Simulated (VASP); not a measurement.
A run of VASP 6.6.1:

The input INCAR:

```
SYSTEM = Mo3H
ALGO = Normal ; DIPOL = 0.5 0.5 0.325
EDIFF = 1E-6 ; ENCUT = 520
GGA = PE ; IDIPOL = 3
ISIF = 2 ; ISMEAR = 0
ISPIN = 2 ; LASPH = .True.
LCHARG = .True. ; LDIPOL = .True.
LELF = .True. ; LMAXMIX = 4
LORBIT = 11 ; LREAL = .False.
LVACPOTAV = .True. ; LVHAR = .True.
LWAVE = .False. ; MAGMOM = 0 0 0 1
NBANDS = 34 ; NELM = 150
PREC = Accurate ; SIGMA = 0.1
```

File KPOINTS:

```
k-points
0
Gamma
  10 10 1
  0 0 0
```

The input POSCAR:

```
Mo3H
1.0
    2.7370454666      0.0000000000      0.0000000000
   -0.9123484889      2.5805112132      0.0000000000
    0.0000000000      0.0000000000     21.3082440588
Mo H
3 1
Direct
    0.5000000000      0.5000000000      0.1877207708
    0.0000000000      0.0000000000      0.2888166433
    0.5000000000      0.5000000000      0.3899074948
    1.0000000000      1.0000000000      0.4321446682
```

Potentials or basis: VASP PAW PBE potentials, release 64 (Mo_sv, H).

Run with:

```sh
$ cat potpaw_PBE.64/Mo_sv/POTCAR potpaw_PBE.64/H/POTCAR > POTCAR
$ mpirun -np 1 vasp_std > vasp.out
```

Hardware: 1 thread of AMD EPYC 9R45 (Zen 5), with other jobs on the host.

Problem. How long does it take, and how much memory?

Solution. Wall time 6 min on 1 thread of AMD EPYC 9R45 (Zen 5) (shared host), peak memory 0.39 GiB. Counts: scf iterations 37, k points 31.
